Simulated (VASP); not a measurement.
# OsPb2Cl4O2 (I4/mmm) in VASP: a series of runs

The runs below take OsPb2Cl4O2 through single point, with PBE, PBEsol.

Everything below comes from runs of VASP 6.6.1. Logs are shortened: lines on timing, memory, paths and dates and some standing lists are left out, and cuts for length are marked.

**1. The cell of the first run**

The structure is tetragonal, space group I4/mmm (No. 139). Conventional cell: a = 6.909 Å, b = 6.909 Å, c = 8.649 Å, α = 90.00°, β = 90.00°, γ = 90.00°. Os (site symmetry 4/mmm) has 2 O at 1.83 Å and 4 Cl at 2.25 Å within 2.4 Å. O (site symmetry 4mm) has 1 Os at 1.83 Å within 2.4 Å. Within 4.3 Å of Pb (site symmetry -4m2) lie 8 Cl at 3.27 Å and 4 O at 3.47 Å and 4 Os at 4.08 Å. Within 3.0 Å of Cl (site symmetry m2m) lie 1 Os at 2.25 Å and 2 O at 2.90 Å.

**2. Single point, PBE**

Contents of INCAR:

```
SYSTEM = OsPb2Cl4O2
PREC = Accurate
ENCUT = 520
EDIFF = 1E-6
ISMEAR = -1
SIGMA = 0.0699
LREAL = .FALSE.
LASPH = .TRUE.
NELM = 100
ALGO = Normal
ISIF = 2
LWAVE = .FALSE.
LCHARG = .TRUE.
GGA = PE
LELF = .TRUE.
LVHAR = .TRUE.
NBANDS = 48
```

Contents of KPOINTS:

```
regular mesh
0
G
  4 4 4
  0 0 0
```

Contents of POSCAR:

```
OsPb2Cl4O2
1.0
   -3.4545770000      3.4545770000      4.3243980000
    3.4545770000     -3.4545770000      4.3243980000
    3.4545770000      3.4545770000     -4.3243980000
Os O Pb Cl
1 2 2 4
Direct
    0.0000000000      0.0000000000      0.0000000000
    0.2120000000      0.2120000000      0.0000000000
    0.7880000000      0.7880000000      0.0000000000
    0.7500000000      0.2500000000      0.5000000000
    0.2500000000      0.7500000000      0.5000000000
    0.2300000000      0.2300000000      0.4600000000
    0.2300000000      0.7700000000      0.0000000000
    0.7700000000      0.7700000000      0.5400000000
    0.7700000000      0.2300000000      0.0000000000
```

Potentials or basis: VASP PAW PBE potentials, release 64 (Os, O, Pb_d, Cl).

Command:

```console
$ cat potpaw_PBE.64/Os/POTCAR potpaw_PBE.64/O/POTCAR potpaw_PBE.64/Pb_d/POTCAR potpaw_PBE.64/Cl/POTCAR > POTCAR
$ mpirun -np 1 vasp_std > vasp.out
```

OUTCAR:

```text
SYSTEM = OsPb2Cl4O2
   PREC = Accurate
   ENCUT = 520
   EDIFF = 1E-6
   ISMEAR = -1
   LREAL = .FALSE.
   LASPH = .TRUE.
   NELM = 100
   ISIF = 2
   GGA = PE

 ion  position               nearest neighbor table
   1  0.000  0.000  0.000-   2 1.83   3 1.83   7 2.25   9 2.25   8 2.25   6 2.25
   2  0.212  0.212  0.000-   1 1.83
   3  0.788  0.788  0.000-   1 1.83
   4  0.750  0.250  0.500-   6 3.27   8 3.27   7 3.27   9 3.27   9 3.27   7 3.27   6 3.27   8 3.27

   5  0.250  0.750  0.500-   6 3.27   8 3.27   7 3.27   9 3.27   7 3.27   9 3.27   6 3.27   8 3.27

   6  0.230  0.230  0.460-   1 2.25   4 3.27   5 3.27   5 3.27   4 3.27
   7  0.230  0.770  0.000-   1 2.25   4 3.27   5 3.27   5 3.27   4 3.27
   8  0.770  0.770  0.540-   1 2.25   4 3.27   5 3.27   4 3.27   5 3.27
   9  0.770  0.230  0.000-   1 2.25   5 3.27   4 3.27   4 3.27   5 3.27

  LATTYP: Found a body centered tetragonal cell.
 ALAT       =     6.9091540000
 C/A-ratio  =     1.2517879903

  Lattice vectors:

 A1 = (  -3.4545770000,   3.4545770000,   4.3243980000)
 A2 = (   3.4545770000,  -3.4545770000,   4.3243980000)
 A3 = (   3.4545770000,   3.4545770000,  -4.3243980000)

Analysis of symmetry for initial positions (statically):
=====================================================================
 Subroutine PRICEL returns:
 Original cell was already a primitive cell.

 Routine SETGRP: Setting up the symmetry group for a
 body centered tetragonal supercell.

 Subroutine GETGRP returns: Found 16 space group operations
 (whereof 16 operations were pure point group operations)
 out of a pool of 16 trial point group operations.

The static configuration has the point symmetry D_4h.

Analysis of symmetry for dynamics (positions and initial velocities):
=====================================================================
 Subroutine PRICEL returns:
 Original cell was already a primitive cell.

 Routine SETGRP: Setting up the symmetry group for a
 body centered tetragonal supercell.

 Subroutine GETGRP returns: Found 16 space group operations
 (whereof 16 operations were pure point group operations)
 out of a pool of 16 trial point group operations.

The dynamic configuration has the point symmetry D_4h.

 Subroutine INISYM returns: Found 16 space group operations
 (whereof 16 operations are pure point group operations),
 and found     1 'primitive' translations

----------------------------------------------------------------------------------------

                                     Primitive cell

  volume of cell :     206.4312

  direct lattice vectors                    reciprocal lattice vectors
    -3.454577000  3.454577000  4.324398000     0.000000000  0.144735520  0.115623030
     3.454577000 -3.454577000  4.324398000     0.144735520  0.000000000  0.115623030
     3.454577000  3.454577000 -4.324398000     0.144735520  0.144735520  0.000000000

  length of vectors
     6.524463393  6.524463393  6.524463393     0.185248633  0.185248633  0.204686936

  position of ions in fractional coordinates (direct lattice)
     0.000000000  0.000000000  0.000000000
     0.212000000  0.212000000  0.000000000
     0.788000000  0.788000000  0.000000000
     0.750000000  0.250000000  0.500000000
     0.250000000  0.750000000  0.500000000
     0.230000000  0.230000000  0.460000000
     0.230000000  0.770000000  0.000000000
     0.770000000  0.770000000  0.540000000
     0.770000000  0.230000000  0.000000000

  ion indices of the primitive-cell ions
   primitive index   ion index
                 1           1
                 2           2
                 3           3
                 4           4
                 5           5
                 6           6
                 7           7
                 8           8
                 9           9

----------------------------------------------------------------------------------------

 KPOINTS: regular mesh

Automatic generation of k-mesh.
 Grid dimensions read from file:
 generate k-points for:    4    4    4

 Generating k-lattice:

  Cartesian coordinates                     Fractional coordinates (reciprocal lattice)
     0.000000000  0.036183880  0.028905758     0.250000000  0.000000000  0.000000000
     0.036183880  0.000000000  0.028905758     0.000000000  0.250000000  0.000000000
     0.036183880  0.036183880  0.000000000     0.000000000  0.000000000  0.250000000

  Length of vectors
     0.046312158  0.046312158  0.051171734

  Shift w.r.t. Gamma in fractional coordinates (k-lattice)
     0.000000000  0.000000000  0.000000000

 Subroutine IBZKPT returns following result:
 ===========================================

 Found     13 irreducible k-points:

 Following reciprocal coordinates:
            Coordinates               Weight
  0.000000  0.000000  0.000000      1.000000
  0.250000  0.000000 -0.000000      8.000000
  0.500000  0.000000 -0.000000      4.000000
  0.250000  0.250000 -0.000000      8.000000
  0.500000  0.250000 -0.000000     16.000000
 -0.250000  0.250000  0.000000      4.000000
  0.500000  0.500000 -0.000000      2.000000
  0.250000  0.250000  0.250000      2.000000
 -0.250000  0.250000  0.250000      4.000000
  0.500000  0.500000  0.250000      4.000000
 -0.250000  0.500000  0.250000      8.000000
 -0.250000 -0.250000  0.250000      2.000000
  0.500000  0.500000  0.500000      1.000000
   k-points           NKPTS =     13   k-points in BZ     NKDIM =     13   number of bands    NBANDS=     48
   number of dos      NEDOS =    301   number of ions     NIONS =      9
   total plane-waves  NPLWV = 125000
   dimension x,y,z NGX =    50 NGY =   50 NGZ =   50
   dimension x,y,z NGXF=   100 NGYF=  100 NGZF=  100
   ions per type =               1   2   2   4
   NGX,Y,Z   is equivalent  to a cutoff of  12.74, 12.74, 12.74 a.u.
   NGXF,Y,Z  is equivalent  to a cutoff of  25.48, 25.48, 25.48 a.u.
 SYSTEM =  OsPb2Cl4O2
   PREC   = accura    normal or accurate (medium, high low for compatibility)
   ISTART =      0    job   : 0-new  1-cont  2-samecut
   ICHARG =      2    charge: 1-file 2-atom 10-const
   ISPIN  =      1    spin polarized calculation?
   LNONCOLLINEAR =      F non collinear calculations
   LSORBIT =      F    spin-orbit coupling
   LASPH  =      T    aspherical Exc in radial PAW
   ENCUT  =  520.0 eV  38.22 Ry    6.18 a.u.  12.13 12.13 12.13*2*pi/ulx,y,z
   NELM   =    100;   NELMIN=  2; NELMDL= -5     # of ELM steps
   EDIFF  = 0.1E-05   stopping-criterion for ELM
   LREAL  =      F    real-space projection
   EDIFFG = 0.1E-04   stopping-criterion for IOM
   NSW    =      0    number of steps for IOM
   IBRION =     -1    ionic relax: 0-MD 1-quasi-New 2-CG
   NFREE  =      0    steps in history (QN), initial steepest desc. (CG)
   ISIF   =      2    stress and relaxation
   ISYM   =      2    0-nonsym 1-usesym 2-fastsym
   POTIM  = 0.5000    time-step for ionic-motion
   TEBEG  =    0.0;   TEEND  =   0.0 temperature during run
   PSTRESS=    0.0 pullay stress
   NELECT =      76.0000    total number of electrons
   NUPDOWN=      -1.0000    fix difference up-down
   EMIN   =  10.00;   EMAX   =-10.00  energy-range for DOS
   EFERMI =   0.00;   METHOD = LEGACY
   ISMEAR =    -1;   SIGMA  =   0.07  broadening in eV -4-tet -1-fermi 0-gaus
   EFERMI_NEDOS =   21; number of points for ismear=-14 and -15
   IALGO  =     38    algorithm
   IMIX   =      4    mixing-type and parameters
     AMIX     =   0.40;   BMIX     =  1.00
     AMIX_MAG =   1.60;   BMIX_MAG =  1.00
  volume/ion in A,a.u.               =      22.94       154.79
  Fermi-wavevector in a.u.,A,eV,Ry     =   1.173332  2.217276 18.731247  1.376708
  Thomas-Fermi vector in A             =   2.309747
   LORBIT       =      0    0 simple, 1 ext, 2 COOP (PROOUT), +10 PAW based schemes
   GGA     = PE    functional components
   LHFCALC =     F    Hartree Fock is set to
   AEXX    =    0.0000 exact exchange contribution
   IVDW    =     0    specifies the selected vdW correction
   LEPSILON=     F    determine dielectric tensor
   LRPA    =     F    only Hartree local field effects (RPA)
 non-spin polarized calculation
  energy-cutoff  :      520.00
  volume of cell :      206.43
 maximum number of plane-waves:      5569
 NGX is ok and might be reduce to    50
   NGX = 25   NGY = 25   NGZ = 25

 number of electron      75.9999996 magnetization

 Free energy of the ion-electron system (eV)
  ---------------------------------------------------
  ext. energy  EPLUGINS =         0.00000000
  ---------------------------------------------------
  free energy    TOTEN  =       -40.33712069 eV

  energy without entropy =      -40.20753924  energy(sigma->0) =      -40.27232997

 E-fermi :   4.7677     XC(G=0):  -9.1959

 val. band max:        4.7551943878   @ k =   0.5000   0.0000  -0.0000
 cond. band min:       4.7722801866   @ k =  -0.2500   0.2500   0.2500
 fundamental gap:      0.0170857988
 Fermi energy:         4.7677119780

 k-point     1 :       0.0000    0.0000    0.0000
  band No.  band energies     occupation
      1     -14.1826      2.00000
      2     -13.8085      2.00000
      3     -13.8085      2.00000
      4     -13.8043      2.00000
      5     -13.7741      2.00000
      6     -13.7657      2.00000
[... 40 lines left out ...]
     47       8.3483      0.00000
     48       8.9698      0.00000

 k-point     2 :       0.2500    0.0000   -0.0000
  band No.  band energies     occupation
      1     -14.1712      2.00000
      2     -13.7955      2.00000
      3     -13.7941      2.00000
      4     -13.7940      2.00000
      5     -13.7678      2.00000
      6     -13.7616      2.00000
[... 40 lines left out ...]
     47       8.4784      0.00000
     48       9.9263      0.00000

 k-point     3 :       0.5000    0.0000   -0.0000
  band No.  band energies     occupation
      1     -14.1605      2.00000
      2     -13.7820      2.00000
      3     -13.7794      2.00000
      4     -13.7701      2.00000
      5     -13.7661      2.00000
      6     -13.7607      2.00000
[... 499 lines left out ...]
     47       7.8708      0.00000
     48      10.4767      0.00000

 k-point    13 :       0.5000    0.5000    0.5000
  band No.  band energies     occupation
      1     -14.1564      2.00000
      2     -13.7735      2.00000
      3     -13.7612      2.00000
      4     -13.7587      2.00000
      5     -13.7587      2.00000
      6     -13.7557      2.00000
[... 40 lines left out ...]
     47       7.4216      0.00000
     48      11.5149      0.00000

------------------------ aborting loop because EDIFF is reached ----------------------------------------

  FORCE on cell =-STRESS in cart. coord.  units (eV):
  Direction    XX          YY          ZZ          XY          YZ          ZX
  --------------------------------------------------------------------------------------
  -------------------------------------------------------------------------------------
  Total        6.7614288      6.7614288      3.0964944      0.0000000     -0.0000000      0.0000000
  in kB       52.4775630     52.4775630     24.0328614      0.0000000     -0.0000000      0.0000000
  external PRESSURE =      42.9959958 kB  Pullay stress =       0.0000000 kB

 VOLUME and BASIS-vectors are now :
 -----------------------------------------------------------------------------
  energy-cutoff  :      520.00
  volume of cell :      206.43
      direct lattice vectors                 reciprocal lattice vectors
    -3.454577000  3.454577000  4.324398000     0.000000000  0.144735520  0.115623030
     3.454577000 -3.454577000  4.324398000     0.144735520  0.000000000  0.115623030
     3.454577000  3.454577000 -4.324398000     0.144735520  0.144735520  0.000000000

 POSITION                                       TOTAL-FORCE (eV/Angst)
 -----------------------------------------------------------------------------------
      0.00000      0.00000      0.00000         0.000000     -0.000000      0.000000
      0.00000      0.00000      1.83354         0.000000     -0.000000      1.127695
      0.00000      0.00000      6.81525         0.000000     -0.000000     -1.127695
      0.00000      3.45458      2.16220         0.000000     -0.000000      0.000000
      3.45458      0.00000      2.16220         0.000000     -0.000000      0.000000
      1.58911      1.58911     -0.00000         1.596852      1.596852     -0.000000
      1.86547     -1.86547      4.32440        -1.596852      1.596852     -0.000000
      1.86547      1.86547      4.32440        -1.596852     -1.596852      0.000000
     -1.86547      1.86547      4.32440         1.596852     -1.596852     -0.000000
 -----------------------------------------------------------------------------------
    total drift:                                0.000000      0.000000     -0.000000

  FREE ENERGIE OF THE ION-ELECTRON SYSTEM (eV)
  ---------------------------------------------------
  free  energy   TOTEN  =       -40.3371206869 eV

  energy  without entropy=      -40.2075392438  energy(sigma->0) =      -40.27232997
```

It took 1.7 min on 1 thread of Intel Xeon 6975P-C (Granite Rapids), shared host; peak memory 0.42 GiB.

What came out:

```
Free energy            : -40.3371 eV
Pressure               : 4.3 GPa
Largest force          : 2.258 eV/Å
Band gap on the k mesh : zero (band 38 reaches 5.12 eV, above the bottom of band 39 at 4.55 eV)
```

Forces on the atoms (eV/Å):
```
Os   0.000  0.000  0.000
O    0.000  0.000  1.128
O    0.000  0.000 -1.128
Pb   0.000  0.000  0.000
Pb   0.000  0.000  0.000
Cl   1.597  1.597  0.000
Cl  -1.597  1.597  0.000
Cl  -1.597 -1.597  0.000
Cl   1.597 -1.597  0.000
```

Caveat: spin-orbit coupling is left out, which moves the levels of the heavy elements; forces of over 1 eV/Å act on the atoms, so gaps and moduli don't describe the material at rest.

**3. Single point, PBEsol**

Contents of INCAR:

```
SYSTEM = OsPb2Cl4O2
PREC     = Accurate       ! precision mode
ENCUT    = 520            ! plane-wave cutoff, eV
EDIFF    = 1E-6           ! SCF threshold, eV
ISMEAR   = -1             ! smearing method
SIGMA    = 0.0699         ! smearing width, eV
LREAL    = .False.        ! projectors in reciprocal space
LASPH    = .True.         ! aspherical terms in the spheres
NELM     = 60             ! most SCF steps
ALGO     = Normal         ! electronic algorithm
ISIF     = 2              ! what is computed and relaxed
LWAVE    = .False.        ! write WAVECAR
LCHARG   = .True.         ! write CHGCAR
GGA      = PS             ! functional
LELF     = .True.         ! ELF
LVHAR    = .True.       
NBANDS   = 48             ! bands
```

Contents of KPOINTS:

```
Automatic mesh
0
Gamma
  4 4 4
  0 0 0
```

POSCAR is that of step 2.

Potentials or basis: VASP PAW PBE potentials, release 64 (Os, O, Pb_d, Cl).

Command:

```console
$ cat potpaw_PBE.64/Os/POTCAR potpaw_PBE.64/O/POTCAR potpaw_PBE.64/Pb_d/POTCAR potpaw_PBE.64/Cl/POTCAR > POTCAR
$ mpirun -np 1 vasp_std > vasp.out
```

It took 1.7 min on 1 thread of Intel Xeon 6975P-C (Granite Rapids), shared host; peak memory 0.42 GiB.

Results (log left out):

- Free energy: -43.2695 eV
- Pressure: 1.1 GPa
- Largest force: 1.921 eV/Å
- Band gap on the k mesh: zero (band 38 reaches 4.96 eV, above the bottom of band 39 at 4.38 eV)

Forces on the atoms (eV/Å):
```
Os   0.000  0.000  0.000
O    0.000  0.000  0.667
O    0.000  0.000 -0.667
Pb   0.000  0.000  0.000
Pb   0.000  0.000  0.000
Cl   1.359  1.359  0.000
Cl  -1.359  1.359  0.000
Cl  -1.359 -1.359  0.000
Cl   1.359 -1.359  0.000
```

Stress tensor (GPa, compression positive):
```
 2.21  0.00  0.00
 0.00  2.21  0.00
 0.00  0.00 -0.99
```

Levels at points of the mesh, in eV from the Fermi level:
```
           k point  band 35  band 36  band 37  band 38  band 39  band 40  band 41  band 42
(0.00, 0.00, 0.00)    -2.69    -2.60    -2.43    -0.21    -0.21     2.14     2.14     2.26
(0.50, 0.00, 0.00)    -2.83    -2.59    -1.75    -0.09    -0.02     0.25     0.49     1.43
(0.50, 0.50, 0.00)    -2.72    -2.64    -1.41    -0.17     0.25     0.41     0.50     0.94
(0.50, 0.50, 0.50)    -3.33    -2.82    -1.49    -0.91     0.22     0.22     0.61     0.61
```

Caveat: the PAW data sets were made with another functional, which shifts forces and pressure a little; spin-orbit coupling is left out, which moves the levels of the heavy elements.
